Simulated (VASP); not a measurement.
A run of VASP 6.6.1 is set up as follows.

Contents of INCAR:

```
PREC     = Accurate       # precision mode
ENCUT    = 520            # plane-wave cutoff, eV
EDIFF    = 1E-7           # SCF threshold, eV
ISMEAR   = 0              # smearing method
SIGMA    = 0.05           # smearing width, eV
LREAL    = False          # projectors in reciprocal space
LASPH    = True           # aspherical terms in the spheres
NELM     = 100            # most SCF steps
ALGO     = Normal         # electronic algorithm
ISIF     = 2              # what is computed and relaxed
LWAVE    = False          # write WAVECAR
LCHARG   = False          # write CHGCAR
GGA      = PE             # functional
NBANDS   = 55             # bands
NELECT   = 89.0
```

File KPOINTS:

```
Automatic mesh
0
Gamma
  8 6 8
```

The input POSCAR:

```
Ga2O3
1.0
    0.0000000000      3.0371000000      0.0000000000
   -1.3859888959      0.0000000000      5.6300087380
    6.1070000000     -1.5185500000      0.0000000000
Ga O
4 6
Direct
    0.0905000000      0.7946000000      0.1810000000
    0.9095000000      0.2054000000      0.8190000000
    0.6586600000      0.3140200000      0.3173200000
    0.3413400000      0.6859800000      0.6826800000
    0.1645000000      0.1098000000      0.3290000000
    0.8355000000      0.8902000000      0.6710000000
    0.1733000000      0.5632000000      0.3466000000
    0.8267000000      0.4368000000      0.6534000000
    0.4959000000      0.2566000000      0.9918000000
    0.5041000000      0.7434000000      0.0082000000
```

Potentials or basis: VASP PAW PBE potentials, release 64 (Ga_d, O).

Run with:

```bash
$ cat potpaw_PBE.64/Ga_d/POTCAR potpaw_PBE.64/O/POTCAR > POTCAR
$ mpirun -np 1 vasp_std > vasp.out
```

Estimate the largest force.

0.655 eV/Å.

Forces in eV/Å, atoms in the order of the input:
```
Ga   0.423  0.000  0.116
Ga  -0.423  0.000 -0.116
Ga   0.094  0.000  0.077
Ga  -0.094  0.000 -0.077
O    0.263  0.000  0.161
O   -0.263  0.000 -0.161
O    0.053  0.000 -0.342
O   -0.053  0.000  0.342
O    0.635  0.000  0.163
O   -0.635  0.000 -0.163
```

Caveat: the cell carries a net charge on a neutralising background, which shifts energy and pressure; an odd number of electrons without spin polarisation forces a metal; a magnetic or distorted state may lie lower.
